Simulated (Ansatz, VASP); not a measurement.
Li: VASP beside Ansatz

```xyz
4
Lattice="3.0763 0.0000 0.0000 -1.5382 2.6642 0.0000 0.0000 0.0000 10.5106" Properties=species:S:1:pos:R:3 pbc="T T T"
Li    0.0000    0.0000    0.1029
Li    0.0000    1.7761    2.5248
Li    0.0000    0.0000    5.3582
Li    1.5382    0.8881    7.7801
```

Alike in both runs: task single point; functional PBE; k mesh 15 × 15 × 4; occupations gaussian, width 0.1 eV; no spin polarisation.

|  | VASP | Ansatz |
| --- | --- | --- |
| version | VASP 6.6.1 | Ansatz 0.2.0 |
| potentials or method | VASP PAW PBE potentials, release 64 (Li_sv), cutoff 520 eV | scalar-relativistic, plane waves, PAW |
| valence electrons in the cell | 12 | 12 |

|  | VASP | Ansatz | Ansatz less VASP |
| --- | --- | --- | --- |
| gap on the k mesh at the Fermi level (eV) | none | none | - |
| rms of the force components (eV/Å) | 0.117 | 0.116 | -0.0014 |

Atom by atom the forces differ by 0.001 eV/Å (rms over components). A gap of «none» marks a metal or a gap that the smearing closes.

Noted on VASP's run: the cutoff is under 1.25 times that of the potentials, so the pressure is a little rough.
